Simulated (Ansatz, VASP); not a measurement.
Pd: VASP beside Ansatz

```
Pd
1.0
     3.24624    1.87422    6.54156
    -3.24624    1.87422    6.54156
     0.00000   -3.74843    6.54156
Pd
12
Direct
  0.09392 0.49820 0.09392
  0.09392 0.09392 0.49820
  0.49820 0.09392 0.09392
  0.90608 0.50180 0.90608
  0.50180 0.90608 0.90608
  0.90608 0.90608 0.50180
  0.23472 0.63865 0.23472
  0.23472 0.23472 0.63865
  0.63865 0.23472 0.23472
  0.76528 0.36135 0.76528
  0.36135 0.76528 0.76528
  0.76528 0.76528 0.36135
```

Alike in both runs: functional PBE; k mesh 3 × 3 × 3; occupations gaussian, width 0.1 eV; no spin polarisation.

Ansatz relaxed the structure, and its values are those at the end. VASP's run is a single point on that final structure, the one shown.

```csv
,VASP,Ansatz
version,VASP 6.6.1,Ansatz 0.2.0
potentials or method,"VASP PAW PBE potentials, release 64 (Pd), cutoff 520 eV","scalar-relativistic, plane waves, PAW"
valence electrons in the cell,120,216
```

Ansatz gave:

```
gap on the k mesh at the Fermi level (eV) : none
pressure (GPa)                            : 0.1
rms of the force components (eV/Å)        : 0.014
```

**Question.** What did VASP give for the same quantities?

**Answer.** gap on the k mesh at the Fermi level (eV): none; pressure (GPa): -0.2; rms of the force components (eV/Å): 0.015.

A gap of «none» marks a metal or a gap that the smearing closes. With one functional, cell and mesh, what is left measures potentials, basis and numerics. VASP's potentials hold 120 valence electrons a cell and Ansatz's 216, so a difference there can come from the potentials and not from the codes.

The k mesh is coarse, so the values compare programs but aren't converged.
